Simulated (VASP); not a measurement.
LaB6:

```xyz
7
Lattice="4.1570 0.0000 0.0000 0.0000 4.1570 0.0000 0.0000 0.0000 4.1570" Properties=species:S:1:pos:R:3 pbc="T T T"
La    0.0000    0.0000    0.0000
B     0.8210    2.0785    2.0785
B     2.0785    0.8210    2.0785
B     3.3360    2.0785    2.0785
B     2.0785    3.3360    2.0785
B     2.0785    2.0785    0.8210
B     2.0785    2.0785    3.3360
```

| Item | Value |
| --- | --- |
| Program | VASP 6.6.1 |
| Task | relaxation of cell and atoms |
| Functional | PBE |
| Dispersion | D4 |
| Potentials or basis | VASP PAW PBE potentials, release 64 (La, B) |
| Cutoff | 600 eV |
| k mesh | 7 × 7 × 7 |
| Occupations | fermi-dirac, width 0.1 eV |
| Spin | no spin polarisation |

At the start: pressure -5.0 GPa; volume 10.26 Å³/atom.

**Question.** How do energy, volume and symmetry change on relaxing?

**Answer.** Over 6 steps the energy falls by 6.2 meV/atom and the volume is 10.00 Å³/atom (-2.6 %); space group Pm-3m (No. 221, to 0.1 Å) before and after.

Step by step:
```csv
step,energy change (eV),largest force (eV/Å),pressure (GPa),volume (Å³)
1,0.0000,0.5782,-4.95,71.84
2,0.0646,1.4694,5.20,68.59
3,-0.0393,0.1589,-1.40,70.56
4,-0.0415,0.1291,0.89,69.58
5,-0.0433,0.0104,-0.04,69.97
6,-0.0433,0.0070,-0.07,69.98
```

Final structure:
```yaml
crystal:
  lattice:
    - [4.12094, 0.00000, 0.00000]
    - [0.00000, 4.12094, 0.00000]
    - [0.00000, 0.00000, 4.12094]
  atoms:
    - { symbol: La, position: [0.00000, 0.00000, 0.00000] }
    - { symbol: B, position: [0.19933, 0.50000, 0.50000] }
    - { symbol: B, position: [0.50000, 0.19933, 0.50000] }
    - { symbol: B, position: [0.80067, 0.50000, 0.50000] }
    - { symbol: B, position: [0.50000, 0.80067, 0.50000] }
    - { symbol: B, position: [0.50000, 0.50000, 0.19933] }
    - { symbol: B, position: [0.50000, 0.50000, 0.80067] }
```

Caveat: an odd number of electrons without spin polarisation forces a metal; a magnetic or distorted state may lie lower.
